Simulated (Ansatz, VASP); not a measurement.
## One calculation of RbCl, two programs

Contents of POSCAR:

```
RbCl
1.0
    0.0000000000      3.3445711051      3.3445711051
    3.3445711051      0.0000000000      3.3445711051
    3.3445711051      3.3445711051      0.0000000000
Rb Cl
1 1
Direct
    0.5000000000      0.5000000000      0.5000000000
    0.0000000000      0.0000000000      0.0000000000
```

INCAR.step1

```
SYSTEM = RbCl
PREC = Accurate ; ENCUT = 550
ISMEAR = 0 ; SIGMA = 0.05
LREAL = .False. ; LASPH = .True.
NELM = 120 ; NBANDS = 15
GGA = PE ; ALGO = Normal
EDIFF = 1E-5 ; LWAVE = .True.
LCHARG = .False. ; GGA_COMPAT = .False.
```

The input INCAR.step2:

```
SYSTEM = RbCl
PREC = Accurate ; ENCUT = 550
EDIFF = 1E-6 ; ISMEAR = 0
SIGMA = 0.05 ; LREAL = .False.
LASPH = .True. ; NELM = 120
ALGO = Normal ; ISIF = 2
LWAVE = .False. ; LCHARG = .False.
METAGGA = R2SCAN ; LMIXTAU = .True.
NBANDS = 15 ; ISTART = 1
GGA_COMPAT = .False.
```

KPOINTS

```
Automatic mesh
0
Gamma
  6 6 6
  0 0 0
```

Input for Ansatz:

```yaml
crystal:
  lattice:
    - [0.0, 3.3445711051, 3.3445711051]
    - [3.3445711051, 0.0, 3.3445711051]
    - [3.3445711051, 3.3445711051, 0.0]
  atoms:
    - { symbol: Rb, position: [0.5, 0.5, 0.5] }
    - { symbol: Cl, position: [0.0, 0.0, 0.0] }
basis:
  ecutwfc: 500
  ecutrho_ratio: 4
kpoints:
  mp_grid: { grid: [6, 6, 6] }
hamiltonian:
  xc: r2scan
scf:
  occupations: { method: gaussian, width: 0.05 }
output:
  forces: true
  stress: true
  eigenvalues: true
```

Alike in both runs: task single point; functional r2SCAN; k mesh 6 × 6 × 6; occupations gaussian, width 0.05 eV; no spin polarisation.

|  | VASP | Ansatz |
| --- | --- | --- |
| version | VASP 6.6.1 | Ansatz 0.2.0 |
| potentials or method | VASP PAW PBE potentials, release 64 (Rb_sv, Cl), cutoff 550 eV | scalar-relativistic, plane waves, PAW |
| valence electrons in the cell | 16 | 16 |

|  | VASP | Ansatz | Ansatz less VASP |
| --- | --- | --- | --- |
| gap on the k mesh at the Fermi level (eV) | 5.45 | 5.45 | -0.001 |
| least direct gap on the mesh (eV) | 5.45 | 5.45 | -0.001 |
| pressure (GPa) | -0.5 | -0.5 | -0.01 |

VASP's potentials were made for PBE, not for r2SCAN. With one functional, cell and mesh, what is left measures potentials, basis and numerics.
